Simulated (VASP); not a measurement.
**K: single point with PBE+D3(BJ)**

Crystal: K.

```xyz
1
Lattice="0.0000 3.3580 3.3919 3.3919 0.0000 3.3919 3.3919 3.3580 0.0000" Properties=species:S:1:pos:R:3 pbc="T T T"
K     0.0000    0.0000    0.0000
```

This cell differs from its parent crystal: strain -0.0100 x Voigt [0, 1, 0, 0, 0, 0].

- Program: VASP 6.6.1
- Task: single point
- Functional: PBE
- Dispersion: D3(BJ)
- Potentials or basis: VASP PAW PBE potentials, release 64 (K_sv)
- Cutoff: 520 eV
- k mesh: 12 × 12 × 12
- Occupations: gaussian, width 0.15 eV
- Spin: no spin polarisation

```
Pressure                   : -0.4 GPa
Band gap on the k mesh     : zero (an odd number of electrons rules out a gap without spin polarisation)
Dispersion energy per atom : -0.108 eV
```

Levels at points of the mesh, in eV from the Fermi level:
| k point | band 2 | band 3 | band 4 | band 5 | band 6 | band 7 | band 8 | band 9 |
| --- | --- | --- | --- | --- | --- | --- | --- | --- |
| (0.00, 0.00, 0.00) | -15.61 | -15.61 | -15.61 | -2.08 | 4.16 | 4.16 | 4.19 | 5.35 |
| (0.50, 0.00, 0.00) | -15.66 | -15.62 | -15.61 | 0.33 | 0.54 | 3.93 | 3.98 | 5.96 |
| (0.50, 0.50, 0.00) | -15.66 | -15.63 | -15.63 | 0.91 | 1.31 | 2.35 | 4.77 | 4.78 |
| (0.50, 0.00, 0.50) | -15.66 | -15.63 | -15.63 | 0.95 | 1.38 | 2.32 | 4.71 | 4.71 |

Wall time 74 s on 1 thread of Intel(R) Xeon(R) Platinum 8259CL CPU @ 2.50GHz (Skylake/Cascade Lake) (shared host), peak memory 0.28 GiB.

Caveat: the cell differs from its parent crystal (strain -0.0100 x Voigt [0, 1, 0, 0, 0, 0]).
